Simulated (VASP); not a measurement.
# Al (Fm-3m) in VASP: notebook

Al is run at these levels: PBEsol, r2SCAN; tasks: electric field gradients.

All numbers are computed with VASP 6.6.1; they aren't measurements. Logs are shortened: lines on timing, memory, paths and dates and some standing lists are left out, and cuts for length are marked.

### 1 The cell of the first run

Symmetry: Fm-3m, No. 225, cubic system. The conventional cell has a = 4.048 Å, b = 4.048 Å, c = 4.048 Å, α = 90.00°, β = 90.00°, γ = 90.00°. Al (site symmetry m-3m) has 12 Al at 2.86 Å within 3.8 Å.

### 2 Electric field gradients, PBEsol

Input file INCAR:

```
ALGO = Normal ; EDIFF = 1E-8
ENCUT = 400 ; GGA = PS
GGA_COMPAT = False ; ISIF = 2
ISMEAR = -1 ; LASPH = True
LCHARG = False ; LEFG = True
LREAL = False ; LWAVE = False
NBANDS = 8 ; NELM = 120
PREC = Accurate ; SIGMA = 0.03
```

Input file KPOINTS:

```
k-points
0
Gamma
  17 17 17
```

Input file POSCAR:

```
Al
1.0
    0.0000000000      2.0239800000      2.0239800000
    2.0239800000      0.0000000000      2.0239800000
    2.0239800000      2.0239800000      0.0000000000
Al
1
Direct
    0.0000000000      0.0000000000      0.0000000000
```

Potentials or basis: VASP PAW PBE potentials, release 64 (Al).

Launch:

```
> cat potpaw_PBE.64/Al/POTCAR > POTCAR
> mpirun -np 1 vasp_std > vasp.out
```

OUTCAR:

```text
EDIFF = 1E-8
   ENCUT = 400
   GGA = PS
   ISIF = 2
   ISMEAR = -1
   LASPH = True
   LREAL = False
   NELM = 120
   PREC = Accurate

 ion  position               nearest neighbor table
   1  0.000  0.000  0.000-

  LATTYP: Found a face centered cubic cell.
 ALAT       =     4.0479600000

  Lattice vectors:

 A1 = (   0.0000000000,   2.0239800000,   2.0239800000)
 A2 = (   2.0239800000,   0.0000000000,   2.0239800000)
 A3 = (   2.0239800000,   2.0239800000,   0.0000000000)

Analysis of symmetry for initial positions (statically):
=====================================================================
 Subroutine PRICEL returns:
 Original cell was already a primitive cell.

 Routine SETGRP: Setting up the symmetry group for a
 face centered cubic supercell.

 Subroutine GETGRP returns: Found 48 space group operations
 (whereof 48 operations were pure point group operations)
 out of a pool of 48 trial point group operations.

The static configuration has the point symmetry O_h .

Analysis of symmetry for dynamics (positions and initial velocities):
=====================================================================
 Subroutine PRICEL returns:
 Original cell was already a primitive cell.

 Routine SETGRP: Setting up the symmetry group for a
 face centered cubic supercell.

 Subroutine GETGRP returns: Found 48 space group operations
 (whereof 48 operations were pure point group operations)
 out of a pool of 48 trial point group operations.

The dynamic configuration has the point symmetry O_h .

 Subroutine INISYM returns: Found 48 space group operations
 (whereof 48 operations are pure point group operations),
 and found     1 'primitive' translations

----------------------------------------------------------------------------------------

                                     Primitive cell

  volume of cell :      16.5824

  direct lattice vectors                    reciprocal lattice vectors
     0.000000000  2.023980000  2.023980000    -0.247038014  0.247038014  0.247038014
     2.023980000  0.000000000  2.023980000     0.247038014 -0.247038014  0.247038014
     2.023980000  2.023980000  0.000000000     0.247038014  0.247038014 -0.247038014

  length of vectors
     2.862339966  2.862339966  2.862339966     0.427882392  0.427882392  0.427882392

  position of ions in fractional coordinates (direct lattice)
     0.000000000  0.000000000  0.000000000

  ion indices of the primitive-cell ions
   primitive index   ion index
                 1           1

----------------------------------------------------------------------------------------

 KPOINTS: k-points

Automatic generation of k-mesh.
 Grid dimensions read from file:
 generate k-points for:   17   17   17

 Generating k-lattice:

  Cartesian coordinates                     Fractional coordinates (reciprocal lattice)
    -0.014531648  0.014531648  0.014531648     0.058823529  0.000000000  0.000000000
     0.014531648 -0.014531648  0.014531648     0.000000000  0.058823529  0.000000000
     0.014531648  0.014531648 -0.014531648     0.000000000  0.000000000  0.058823529

  Length of vectors
     0.025169552  0.025169552  0.025169552

  Shift w.r.t. Gamma in fractional coordinates (k-lattice)
     0.000000000  0.000000000  0.000000000

 Subroutine IBZKPT returns following result:
 ===========================================

 Found    165 irreducible k-points:

 Following reciprocal coordinates:
            Coordinates               Weight
  0.000000  0.000000  0.000000      1.000000
  0.058824  0.000000  0.000000      8.000000
  0.117647  0.000000  0.000000      8.000000
  0.176471  0.000000  0.000000      8.000000
  0.235294  0.000000  0.000000      8.000000
  0.294118  0.000000  0.000000      8.000000
[... 16 lines left out ...]
 -0.176471  0.058824  0.000000     24.000000
 -0.117647  0.058824  0.000000     24.000000
 [... further k-points ...]
   k-points           NKPTS =    165   k-points in BZ     NKDIM =    165   number of bands    NBANDS=      8
   number of dos      NEDOS =    301   number of ions     NIONS =      1
   total plane-waves  NPLWV =   8000
   dimension x,y,z NGX =    20 NGY =   20 NGZ =   20
   dimension x,y,z NGXF=    40 NGYF=   40 NGZF=   40
   ions per type =               1
   NGX,Y,Z   is equivalent  to a cutoff of  11.62, 11.62, 11.62 a.u.
   NGXF,Y,Z  is equivalent  to a cutoff of  23.23, 23.23, 23.23 a.u.
 SYSTEM =  unknown system
   PREC   = accura    normal or accurate (medium, high low for compatibility)
   ISTART =      0    job   : 0-new  1-cont  2-samecut
   ICHARG =      2    charge: 1-file 2-atom 10-const
   ISPIN  =      1    spin polarized calculation?
   LNONCOLLINEAR =      F non collinear calculations
   LSORBIT =      F    spin-orbit coupling
   LASPH  =      T    aspherical Exc in radial PAW
   ENCUT  =  400.0 eV  29.40 Ry    5.42 a.u.   4.67  4.67  4.67*2*pi/ulx,y,z
   NELM   =    120;   NELMIN=  2; NELMDL= -5     # of ELM steps
   EDIFF  = 0.1E-07   stopping-criterion for ELM
   LREAL  =      F    real-space projection
   EDIFFG = 0.1E-06   stopping-criterion for IOM
   NSW    =      0    number of steps for IOM
   IBRION =     -1    ionic relax: 0-MD 1-quasi-New 2-CG
   NFREE  =      0    steps in history (QN), initial steepest desc. (CG)
   ISIF   =      2    stress and relaxation
   ISYM   =      2    0-nonsym 1-usesym 2-fastsym
   POTIM  = 0.5000    time-step for ionic-motion
   TEBEG  =    0.0;   TEEND  =   0.0 temperature during run
   PSTRESS=    0.0 pullay stress
   NELECT =       3.0000    total number of electrons
   NUPDOWN=      -1.0000    fix difference up-down
   EMIN   =  10.00;   EMAX   =-10.00  energy-range for DOS
   EFERMI =   0.00;   METHOD = LEGACY
   ISMEAR =    -1;   SIGMA  =   0.03  broadening in eV -4-tet -1-fermi 0-gaus
   EFERMI_NEDOS =   21; number of points for ismear=-14 and -15
   IALGO  =     38    algorithm
   IMIX   =      4    mixing-type and parameters
     AMIX     =   0.40;   BMIX     =  1.00
     AMIX_MAG =   1.60;   BMIX_MAG =  1.00
  volume/ion in A,a.u.               =      16.58       111.90
  Fermi-wavevector in a.u.,A,eV,Ry     =   0.925903  1.749704 11.664236  0.857297
  Thomas-Fermi vector in A             =   2.051808
   LORBIT       =      0    0 simple, 1 ext, 2 COOP (PROOUT), +10 PAW based schemes
   GGA     = PS    functional components
   LHFCALC =     F    Hartree Fock is set to
   AEXX    =    0.0000 exact exchange contribution
   IVDW    =     0    specifies the selected vdW correction
   LEPSILON=     F    determine dielectric tensor
   LRPA    =     F    only Hartree local field effects (RPA)
 non-spin polarized calculation
  energy-cutoff  :      400.00
  volume of cell :       16.58
 maximum number of plane-waves:       312
   NGX =  9   NGY =  9   NGZ =  9

 number of electron       3.0000000 magnetization

 Free energy of the ion-electron system (eV)
  ---------------------------------------------------
  ext. energy  EPLUGINS =         0.00000000
  ---------------------------------------------------
  free energy    TOTEN  =        -4.09199672 eV

  energy without entropy =       -4.09034759  energy(sigma->0) =       -4.09117216

 E-fermi :   7.8993     XC(G=0): -10.2385

 val. band max:        7.8600423579   @ k =  -0.3529   0.3529   0.0000
 cond. band min:       7.9025477382   @ k =  -0.3529   0.4706   0.1765
 fundamental gap:      0.0425053803
 Fermi energy:         7.8993495213

 k-point     1 :       0.0000    0.0000    0.0000
  band No.  band energies     occupation
      1      -3.1969      2.00000
      2      20.4688      0.00000
      3      20.4688      0.00000
      4      20.4688      0.00000
      5      21.9201      0.00000
      6      21.9201      0.00000
      7      21.9201      0.00000
      8      24.3470      0.00000

 k-point     2 :       0.0588    0.0000    0.0000
  band No.  band energies     occupation
      1      -3.1032      2.00000
      2      18.8272      0.00000
      3      20.1232      0.00000
      4      20.1232      0.00000
      5      22.4116      0.00000
      6      22.4116      0.00000
      7      22.5286      0.00000
      8      25.3157      0.00000
[... 221 lines left out ...]
 k-point    23 :      -0.1765    0.0588    0.0000
  band No.  band energies     occupation
      1      -2.0762      2.00000
      2      13.4141      0.00000
      3      17.2594      0.00000
      4      20.2470      0.00000
      5      22.4662      0.00000
      6      22.9367      0.00000
      7      23.9970      0.00000
      8      24.3393      0.00000

 k-point    24 :      -0.1176    0.0588    0.0000
  band No.  band energies     occupation
      1      -2.6043      2.00000
      2      15.7018      0.00000
      3      17.7204      0.00000
      4      20.5832      0.00000
      5      22.6494      0.00000
      6      23.0490      0.00000
      7      24.2180      0.00000
      8      24.3923      0.00000

 [... further k-points ...]

------------------------ aborting loop because EDIFF is reached ----------------------------------------

  FORCE on cell =-STRESS in cart. coord.  units (eV):
  Direction    XX          YY          ZZ          XY          YZ          ZX
  --------------------------------------------------------------------------------------
  -------------------------------------------------------------------------------------
  Total       -0.1982908     -0.1982908     -0.1982908     -0.0000000     -0.0000000      0.0000000
  in kB      -19.1586287    -19.1586287    -19.1586287     -0.0000000     -0.0000000      0.0000000
  external PRESSURE =     -19.1586287 kB  Pullay stress =       0.0000000 kB

 VOLUME and BASIS-vectors are now :
 -----------------------------------------------------------------------------
  energy-cutoff  :      400.00
  volume of cell :       16.58
      direct lattice vectors                 reciprocal lattice vectors
     0.000000000  2.023980000  2.023980000    -0.247038014  0.247038014  0.247038014
     2.023980000  0.000000000  2.023980000     0.247038014 -0.247038014  0.247038014
     2.023980000  2.023980000  0.000000000     0.247038014  0.247038014 -0.247038014

 POSITION                                       TOTAL-FORCE (eV/Angst)
 -----------------------------------------------------------------------------------
      0.00000      0.00000      0.00000         0.000000      0.000000      0.000000
 -----------------------------------------------------------------------------------
    total drift:                               -0.000000     -0.000000     -0.000000

  FREE ENERGIE OF THE ION-ELECTRON SYSTEM (eV)
  ---------------------------------------------------
  free  energy   TOTEN  =        -4.0919967186 eV

  energy  without entropy=       -4.0903475930  energy(sigma->0) =       -4.09117216

 Electric field gradients (V/A^2)
---------------------------------------------------------------------
 ion       V_xx      V_yy      V_zz      V_xy      V_xz      V_yz
---------------------------------------------------------------------
   1      -0.000    -0.000    -0.000    -0.000    -0.000    -0.000
---------------------------------------------------------------------

 Electric field gradients after diagonalization (V/A^2)
 (convention: |V_zz| > |V_xx| > |V_yy|)
----------------------------------------------------------------------
 ion       V_xx      V_yy      V_zz     asymmetry (V_yy - V_xx)/ V_zz
----------------------------------------------------------------------
   1       0.000     0.000    -0.000       0.000
----------------------------------------------------------------------

           NMR quadrupolar parameters

 Cq : quadrupolar parameter    Cq=e*Q*V_zz/h
 eta: asymmetry parameters     (V_yy - V_xx)/ V_zz
 Q  : nuclear electric quadrupole moment in mb (millibarn)
----------------------------------------------------------------------
 ion       Cq(MHz)       eta       Q (mb)
----------------------------------------------------------------------
   1      -0.000       0.000       1.000
----------------------------------------------------------------------
```

Wall time 6.2 s (1 thread of AMD EPYC 9R45 (Zen 5), shared host); peak memory 0.09 GiB.

What came out:

```yaml
Free_energy: -4.0920 eV
Pressure: -1.9 GPa
Band_gap_on_the_k_mesh: zero (an odd number of electrons rules out a gap without spin polarisation)
Largest_electric_field_gradient_by_atom: zero within the noise of the run
```

Caveat: the PAW data sets were made with another functional, which shifts forces and pressure a little.

### 3 Electric field gradients, r2SCAN

POSCAR is that of step 2.

Input file INCAR.step1:

```
SYSTEM = Al
PREC     = Accurate       ! precision mode
ENCUT    = 440            ! plane-wave cutoff, eV
ISMEAR   = -1             ! smearing method
SIGMA    = 0.03           ! smearing width, eV
LREAL    = .False.        ! projectors in reciprocal space
LASPH    = .True.         ! aspherical terms in the spheres
NELM     = 120            ! most SCF steps
NBANDS   = 8              ! bands
GGA      = PE             ! functional
ALGO     = Normal         ! electronic algorithm
EDIFF    = 1E-5           ! SCF threshold, eV
LWAVE    = .True.         ! write WAVECAR
LCHARG   = .False.        ! write CHGCAR
GGA_COMPAT= .False.
```

Input file INCAR.step2:

```
SYSTEM = Al
PREC     = Accurate       ! precision mode
ENCUT    = 440            ! plane-wave cutoff, eV
EDIFF    = 1E-8           ! SCF threshold, eV
ISMEAR   = -1             ! smearing method
SIGMA    = 0.03           ! smearing width, eV
LREAL    = .False.        ! projectors in reciprocal space
LASPH    = .True.         ! aspherical terms in the spheres
NELM     = 120            ! most SCF steps
ALGO     = Normal         ! electronic algorithm
ISIF     = 2              ! what is computed and relaxed
LWAVE    = .False.        ! write WAVECAR
LCHARG   = .False.        ! write CHGCAR
METAGGA  = R2SCAN         ! meta-GGA
LMIXTAU  = .True.       
LEFG     = .True.       
NBANDS   = 8              ! bands
ISTART   = 1            
GGA_COMPAT= .False.
```

Input file KPOINTS:

```
Automatic mesh
0
Gamma
  17 17 17
  0 0 0
```

Potentials or basis: VASP PAW PBE potentials, release 64 (Al).

Launch:

```
> cat potpaw_PBE.64/Al/POTCAR > POTCAR
> cp INCAR.step1 INCAR
> mpirun -np 1 vasp_std > vasp.out
> cp INCAR.step2 INCAR
> mpirun -np 1 vasp_std > vasp.out
```

OUTCAR:

```text
SYSTEM = Al
   PREC = Accurate
   ENCUT = 440
   EDIFF = 1E-8
   ISMEAR = -1
   LREAL = .False.
   LASPH = .True.
   NELM = 120
   ISIF = 2
   METAGGA = R2SCAN
   ISTART = 1

 ion  position               nearest neighbor table
   1  0.000  0.000  0.000-

  LATTYP: Found a face centered cubic cell.
 ALAT       =     4.0479600000

  Lattice vectors:

 A1 = (   0.0000000000,   2.0239800000,   2.0239800000)
 A2 = (   2.0239800000,   0.0000000000,   2.0239800000)
 A3 = (   2.0239800000,   2.0239800000,   0.0000000000)

[... 467 lines left out ...]
    total drift:                               -0.000000     -0.000000     -0.000000

  FREE ENERGIE OF THE ION-ELECTRON SYSTEM (eV)
  ---------------------------------------------------
  free  energy   TOTEN  =        -6.7322897282 eV

  energy  without entropy=       -6.7308653941  energy(sigma->0) =       -6.73157756

 Electric field gradients (V/A^2)
---------------------------------------------------------------------
 ion       V_xx      V_yy      V_zz      V_xy      V_xz      V_yz
---------------------------------------------------------------------
   1      -0.000     0.000    -0.000    -0.000    -0.000    -0.000
---------------------------------------------------------------------

 Electric field gradients after diagonalization (V/A^2)
 (convention: |V_zz| > |V_xx| > |V_yy|)
----------------------------------------------------------------------
 ion       V_xx      V_yy      V_zz     asymmetry (V_yy - V_xx)/ V_zz
----------------------------------------------------------------------
   1       0.000     0.000    -0.000       0.000
----------------------------------------------------------------------

           NMR quadrupolar parameters

 Cq : quadrupolar parameter    Cq=e*Q*V_zz/h
 eta: asymmetry parameters     (V_yy - V_xx)/ V_zz
 Q  : nuclear electric quadrupole moment in mb (millibarn)
----------------------------------------------------------------------
 ion       Cq(MHz)       eta       Q (mb)
----------------------------------------------------------------------
   1      -0.000       0.000       1.000
----------------------------------------------------------------------
```

Wall time 34 s (1 thread of AMD EPYC 9R45 (Zen 5), shared host); peak memory 0.1 GiB.

What came out:

* Free energy: -6.7323 eV
* Pressure: -3.8 GPa
* Band gap on the k mesh: zero (an odd number of electrons rules out a gap without spin polarisation)
* Largest electric field gradient by atom: zero within the noise of the run

Caveat: the cell stands under tension; the PAW data sets were made with another functional, which shifts forces and pressure a little.
